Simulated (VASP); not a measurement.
# NaH (Fm-3m) in VASP: a series of runs

Aim: see how the results for NaH move with the level of theory and the settings. Levels: PBE, LDA. Tasks: single point.

Program: VASP 6.6.1. These are calculated values, not measurements. Logs are shortened: lines on timing, memory, paths and dates and some standing lists are left out, and cuts for length are marked.

## (1) The cell of the first run

Symmetry: Fm-3m, No. 225, cubic system. The conventional cell has a = 4.795 Å, b = 4.795 Å, c = 4.795 Å, α = 90.00°, β = 90.00°, γ = 90.00°. Na (site symmetry m-3m) has 6 H at 2.40 Å within 3.2 Å. Within 3.2 Å of H (site symmetry m-3m) lie 6 Na at 2.40 Å.

## (2) Single point, PBE

Input file INCAR:

```
PREC = Accurate ; ENCUT = 520
EDIFF = 1E-6 ; ISMEAR = 0
SIGMA = 0.01 ; LREAL = F
LASPH = T ; NELM = 60
ALGO = Normal ; ISIF = 2
LWAVE = F ; LCHARG = T
GGA = PE ; LELF = T
LVHAR = T ; NBANDS = 11
```

Input file KPOINTS:

```
Automatic mesh
0
Gamma
  6 6 6
```

Input file POSCAR:

```
NaH
1.0
    0.0000000000      2.3975116441      2.3975116441
    2.3975116441      0.0000000000      2.3975116441
    2.3975116441      2.3975116441      0.0000000000
Na H
1 1
Direct
    0.0000000000      0.0000000000      0.0000000000
    0.5000000000      0.5000000000      0.5000000000
```

Potentials or basis: VASP PAW PBE potentials, release 64 (Na_pv, H).

Started as:

```console
> cat potpaw_PBE.64/Na_pv/POTCAR potpaw_PBE.64/H/POTCAR > POTCAR
> mpirun -np 1 vasp_std > vasp.out
```

OUTCAR:

```text
PREC = Accurate
   ENCUT = 520
   EDIFF = 1E-6
   ISMEAR = 0
   LREAL = F
   LASPH = T
   NELM = 60
   ISIF = 2
   GGA = PE

 ion  position               nearest neighbor table
   1  0.000  0.000  0.000-
   2  0.500  0.500  0.500-

  LATTYP: Found a face centered cubic cell.
 ALAT       =     4.7950232882

  Lattice vectors:

 A1 = (   0.0000000000,   2.3975116441,   2.3975116441)
 A2 = (   2.3975116441,   0.0000000000,   2.3975116441)
 A3 = (   2.3975116441,   2.3975116441,   0.0000000000)

Analysis of symmetry for initial positions (statically):
=====================================================================
 Subroutine PRICEL returns:
 Original cell was already a primitive cell.

 Routine SETGRP: Setting up the symmetry group for a
 face centered cubic supercell.

 Subroutine GETGRP returns: Found 48 space group operations
[... 9 lines left out ...]

 Routine SETGRP: Setting up the symmetry group for a
 face centered cubic supercell.

 Subroutine GETGRP returns: Found 48 space group operations
[... 11 lines left out ...]
                                     Primitive cell

  volume of cell :      27.5621

  direct lattice vectors                    reciprocal lattice vectors
     0.000000000  2.397511644  2.397511644    -0.208549561  0.208549561  0.208549561
     2.397511644  0.000000000  2.397511644     0.208549561 -0.208549561  0.208549561
     2.397511644  2.397511644  0.000000000     0.208549561  0.208549561 -0.208549561

  length of vectors
     3.390593483  3.390593483  3.390593483     0.361218435  0.361218435  0.361218435

  position of ions in fractional coordinates (direct lattice)
     0.000000000  0.000000000  0.000000000
     0.500000000  0.500000000  0.500000000

  ion indices of the primitive-cell ions
   primitive index   ion index
                 1           1
                 2           2

----------------------------------------------------------------------------------------

 KPOINTS: Automatic mesh

Automatic generation of k-mesh.
 Grid dimensions read from file:
 generate k-points for:    6    6    6

 Generating k-lattice:

  Cartesian coordinates                     Fractional coordinates (reciprocal lattice)
    -0.034758260  0.034758260  0.034758260     0.166666667  0.000000000  0.000000000
     0.034758260 -0.034758260  0.034758260     0.000000000  0.166666667  0.000000000
     0.034758260  0.034758260 -0.034758260     0.000000000  0.000000000  0.166666667

  Length of vectors
     0.060203072  0.060203072  0.060203072
[... 50 lines left out ...]
   NFREE  =      0    steps in history (QN), initial steepest desc. (CG)
   ISIF   =      2    stress and relaxation
   ISYM   =      2    0-nonsym 1-usesym 2-fastsym
   POTIM  = 0.5000    time-step for ionic-motion
   TEBEG  =    0.0;   TEEND  =   0.0 temperature during run
   PSTRESS=    0.0 pullay stress
   NELECT =       8.0000    total number of electrons
   NUPDOWN=      -1.0000    fix difference up-down
   EMIN   =  10.00;   EMAX   =-10.00  energy-range for DOS
   EFERMI =   0.00;   METHOD = LEGACY
   ISMEAR =     0;   SIGMA  =   0.01  broadening in eV -4-tet -1-fermi 0-gaus
   EFERMI_NEDOS =   21; number of points for ismear=-14 and -15
   IALGO  =     38    algorithm
   IMIX   =      4    mixing-type and parameters
     AMIX     =   0.40;   BMIX     =  1.00
     AMIX_MAG =   1.60;   BMIX_MAG =  1.00
  volume/ion in A,a.u.               =      13.78        93.00
  Fermi-wavevector in a.u.,A,eV,Ry     =   1.083929  2.048328 15.985508  1.174902
  Thomas-Fermi vector in A             =   2.220007
   LORBIT       =      0    0 simple, 1 ext, 2 COOP (PROOUT), +10 PAW based schemes
   GGA     = PE    functional components
   LHFCALC =     F    Hartree Fock is set to
   AEXX    =    0.0000 exact exchange contribution
   IVDW    =     0    specifies the selected vdW correction
   LEPSILON=     F    determine dielectric tensor
   LRPA    =     F    only Hartree local field effects (RPA)
 non-spin polarized calculation
 Gauss-broadening in eV      SIGMA  =   0.01
  energy-cutoff  :      520.00
  volume of cell :       27.56
 maximum number of plane-waves:       754
 NGX is ok and might be reduce to    28
   NGX = 13   NGY = 13   NGZ = 13

 number of electron       7.9999992 magnetization

 Free energy of the ion-electron system (eV)
  ---------------------------------------------------
  ext. energy  EPLUGINS =         0.00000000
  ---------------------------------------------------
  free energy    TOTEN  =        -5.08640462 eV

  energy without entropy =       -5.08640462  energy(sigma->0) =       -5.08640462

 E-fermi :  -1.0215     XC(G=0):  -7.8486

 val. band max:       -1.0857916007   @ k =  -0.3333   0.5000   0.1667
 cond. band min:       2.7609813091   @ k =   0.5000   0.0000   0.0000
 fundamental gap:      3.8467729097
 Fermi energy:        -1.0215240421

 k-point     1 :       0.0000    0.0000    0.0000
  band No.  band energies     occupation
      1     -23.1001      2.00000
      2     -23.1001      2.00000
      3     -23.1001      2.00000
      4      -4.7222      2.00000
      5       9.5871      0.00000
      6      14.7385      0.00000
      7      14.7385      0.00000
      8      14.7385      0.00000
      9      15.6542      0.00000
     10      15.6542      0.00000
     11      15.6542      0.00000
[... 197 lines left out ...]
 k-point    16 :      -0.3333    0.5000    0.1667
  band No.  band energies     occupation
      1     -23.1763      2.00000
      2     -23.1483      2.00000
      3     -23.1361      2.00000
      4      -1.0858      2.00000
      5       4.2679      0.00000
      6       6.1632      0.00000
      7       7.8182      0.00000
      8      14.1110      0.00000
      9      14.2860      0.00000
     10      20.0290      0.00000
     11      20.1786      0.00000

------------------------ aborting loop because EDIFF is reached ----------------------------------------

  FORCE on cell =-STRESS in cart. coord.  units (eV):
  Direction    XX          YY          ZZ          XY          YZ          ZX
  --------------------------------------------------------------------------------------
  -------------------------------------------------------------------------------------
  Total        0.0915456      0.0915456      0.0915456     -0.0000000      0.0000000     -0.0000000
  in kB        5.3215252      5.3215252      5.3215252     -0.0000000      0.0000000     -0.0000000
  external PRESSURE =       5.3215252 kB  Pullay stress =       0.0000000 kB

 VOLUME and BASIS-vectors are now :
 -----------------------------------------------------------------------------
  energy-cutoff  :      520.00
  volume of cell :       27.56
      direct lattice vectors                 reciprocal lattice vectors
     0.000000000  2.397511644  2.397511644    -0.208549561  0.208549561  0.208549561
     2.397511644  0.000000000  2.397511644     0.208549561 -0.208549561  0.208549561
     2.397511644  2.397511644  0.000000000     0.208549561  0.208549561 -0.208549561

 POSITION                                       TOTAL-FORCE (eV/Angst)
 -----------------------------------------------------------------------------------
      0.00000      0.00000      0.00000         0.000000      0.000000      0.000000
      2.39751      2.39751      2.39751         0.000000      0.000000     -0.000000
 -----------------------------------------------------------------------------------
    total drift:                               -0.000000     -0.000000      0.000000

  FREE ENERGIE OF THE ION-ELECTRON SYSTEM (eV)
  ---------------------------------------------------
  free  energy   TOTEN  =        -5.0864046244 eV

  energy  without entropy=       -5.0864046244  energy(sigma->0) =       -5.08640462
```

Wall time 5.2 s (1 thread of Intel Xeon 6975P-C, shared host); peak memory 0.15 GiB.

Results:

| Item | Value |
| --- | --- |
| Free energy | -5.0864 eV |
| Pressure | 0.5 GPa |
| Band gap on the k mesh | 3.85 eV, indirect (least direct gap 4.67 eV) |

A k mesh can miss the band edges. As with any semilocal functional, this PBE gap is likely too small.

## (3) Single point, LDA

This run uses another cell than the first one, of 12.88 Å³/atom, 0.935 times its volume.

Input file INCAR:

```
PREC     = Accurate       # precision mode
ENCUT    = 520            # plane-wave cutoff, eV
EDIFF    = 1E-6           # SCF threshold, eV
ISMEAR   = -1             # smearing method
SIGMA    = 0.02           # smearing width, eV
LREAL    = F              # projectors in reciprocal space
LASPH    = T              # aspherical terms in the spheres
NELM     = 100            # most SCF steps
ALGO     = Normal         # electronic algorithm
ISIF     = 2              # what is computed and relaxed
LWAVE    = F              # write WAVECAR
LCHARG   = F              # write CHGCAR
NBANDS   = 11             # bands
```

Input file KPOINTS:

```
regular mesh
0
Gamma
  8 8 8
```

Input file POSCAR:

```
NaH
1.0
    0.0000000000      2.3442546698      2.3442546698
    2.3442546698      0.0000000000      2.3442546698
    2.3442546698      2.3442546698      0.0000000000
Na H
1 1
Direct
    0.0000000000      0.0000000000      0.0000000000
    0.5000000000      0.5000000000      0.5000000000
```

Potentials or basis: VASP PAW LDA potentials, release 64 (Na_pv, H).

Started as:

```console
> cat potpaw_LDA.64/Na_pv/POTCAR potpaw_LDA.64/H/POTCAR > POTCAR
> mpirun -np 1 vasp_std > vasp.out
```

OUTCAR:

```text
PREC = Accurate
   ENCUT = 520
   EDIFF = 1E-6
   ISMEAR = -1
   LREAL = F
   LASPH = T
   NELM = 100
   ISIF = 2

 ion  position               nearest neighbor table
   1  0.000  0.000  0.000-
   2  0.500  0.500  0.500-

  LATTYP: Found a face centered cubic cell.
 ALAT       =     4.6885093396

  Lattice vectors:

 A1 = (   0.0000000000,   2.3442546698,   2.3442546698)
 A2 = (   2.3442546698,   0.0000000000,   2.3442546698)
 A3 = (   2.3442546698,   2.3442546698,   0.0000000000)

Analysis of symmetry for initial positions (statically):
=====================================================================
 Subroutine PRICEL returns:
 Original cell was already a primitive cell.

 Routine SETGRP: Setting up the symmetry group for a
 face centered cubic supercell.

 Subroutine GETGRP returns: Found 48 space group operations
[... 9 lines left out ...]

 Routine SETGRP: Setting up the symmetry group for a
 face centered cubic supercell.

 Subroutine GETGRP returns: Found 48 space group operations
[... 11 lines left out ...]
                                     Primitive cell

  volume of cell :      25.7658

  direct lattice vectors                    reciprocal lattice vectors
     0.000000000  2.344254670  2.344254670    -0.213287407  0.213287407  0.213287407
     2.344254670  0.000000000  2.344254670     0.213287407 -0.213287407  0.213287407
     2.344254670  2.344254670  0.000000000     0.213287407  0.213287407 -0.213287407

  length of vectors
     3.315276748  3.315276748  3.315276748     0.369424626  0.369424626  0.369424626

  position of ions in fractional coordinates (direct lattice)
     0.000000000  0.000000000  0.000000000
     0.500000000  0.500000000  0.500000000

  ion indices of the primitive-cell ions
   primitive index   ion index
                 1           1
                 2           2

----------------------------------------------------------------------------------------
[... 88 lines left out ...]
   IMIX   =      4    mixing-type and parameters
     AMIX     =   0.40;   BMIX     =  1.00
     AMIX_MAG =   1.60;   BMIX_MAG =  1.00
  volume/ion in A,a.u.               =      12.88        86.94
  Fermi-wavevector in a.u.,A,eV,Ry     =   1.108554  2.094863 16.720079  1.228891
  Thomas-Fermi vector in A             =   2.245082
   LORBIT       =      0    0 simple, 1 ext, 2 COOP (PROOUT), +10 PAW based schemes
   GGA     = CA    functional components
   LHFCALC =     F    Hartree Fock is set to
   AEXX    =    0.0000 exact exchange contribution
   IVDW    =     0    specifies the selected vdW correction
   LEPSILON=     F    determine dielectric tensor
   LRPA    =     F    only Hartree local field effects (RPA)
 non-spin polarized calculation
  energy-cutoff  :      520.00
  volume of cell :       25.77
 maximum number of plane-waves:       702
 NGX is ok and might be reduce to    28
   NGX = 13   NGY = 13   NGZ = 13

 number of electron       8.0000002 magnetization

 Free energy of the ion-electron system (eV)
  ---------------------------------------------------
  ext. energy  EPLUGINS =         0.00000000
  ---------------------------------------------------
  free energy    TOTEN  =        -5.40842237 eV

  energy without entropy =       -5.40842237  energy(sigma->0) =       -5.40842237

 E-fermi :  -0.4019     XC(G=0):  -8.5616

 val. band max:       -0.9117437618   @ k =  -0.2500   0.5000   0.2500
 cond. band min:       2.6359079223   @ k =   0.5000   0.0000   0.0000
 fundamental gap:      3.5476516841
 Fermi energy:        -0.4018802576

 k-point     1 :       0.0000    0.0000    0.0000
  band No.  band energies     occupation
      1     -22.9392      2.00000
      2     -22.9392      2.00000
      3     -22.9392      2.00000
      4      -4.9685      2.00000
      5      10.3013      0.00000
      6      14.9412      0.00000
      7      14.9412      0.00000
      8      14.9412      0.00000
      9      16.1787      0.00000
     10      16.1787      0.00000
     11      16.1787      0.00000
[... 309 lines left out ...]
 k-point    24 :      -0.3750    0.2500    0.1250
  band No.  band energies     occupation
      1     -23.0518      2.00000
      2     -22.9877      2.00000
      3     -22.9654      2.00000
      4      -1.4592      2.00000
      5       3.4665      0.00000
      6       6.9615      0.00000
      7      10.3395      0.00000
      8      14.5722      0.00000
      9      15.7098      0.00000
     10      19.1186      0.00000
     11      21.3567      0.00000

 [... further k-points ...]
[... 5 lines left out ...]
  --------------------------------------------------------------------------------------
  -------------------------------------------------------------------------------------
  Total       -0.0051673     -0.0051673     -0.0051673      0.0000000      0.0000000     -0.0000000
  in kB       -0.3213131     -0.3213131     -0.3213131      0.0000000      0.0000000     -0.0000000
  external PRESSURE =      -0.3213131 kB  Pullay stress =       0.0000000 kB

 VOLUME and BASIS-vectors are now :
 -----------------------------------------------------------------------------
  energy-cutoff  :      520.00
  volume of cell :       25.77
      direct lattice vectors                 reciprocal lattice vectors
     0.000000000  2.344254670  2.344254670    -0.213287407  0.213287407  0.213287407
     2.344254670  0.000000000  2.344254670     0.213287407 -0.213287407  0.213287407
     2.344254670  2.344254670  0.000000000     0.213287407  0.213287407 -0.213287407

 POSITION                                       TOTAL-FORCE (eV/Angst)
 -----------------------------------------------------------------------------------
      0.00000      0.00000      0.00000        -0.000000      0.000000     -0.000000
      2.34425      2.34425      2.34425         0.000000     -0.000000      0.000000
 -----------------------------------------------------------------------------------
    total drift:                               -0.000000     -0.000000      0.000000

  FREE ENERGIE OF THE ION-ELECTRON SYSTEM (eV)
  ---------------------------------------------------
  free  energy   TOTEN  =        -5.4084223699 eV

  energy  without entropy=       -5.4084223699  energy(sigma->0) =       -5.40842237
```

Wall time 7.5 s (1 thread of Intel Xeon 6975P-C, shared host); peak memory 0.14 GiB.

What came out:

| Property | Result |
| --- | --- |
| Free energy | -5.4084 eV |
| Pressure | 0.0 GPa |
| Band gap on the k mesh | 3.55 eV, indirect (least direct gap 4.51 eV) |

A k mesh can miss the band edges. LDA gaps usually lie below the measured ones, often by a third to a half.

(Part 1 of 2 ends here.)
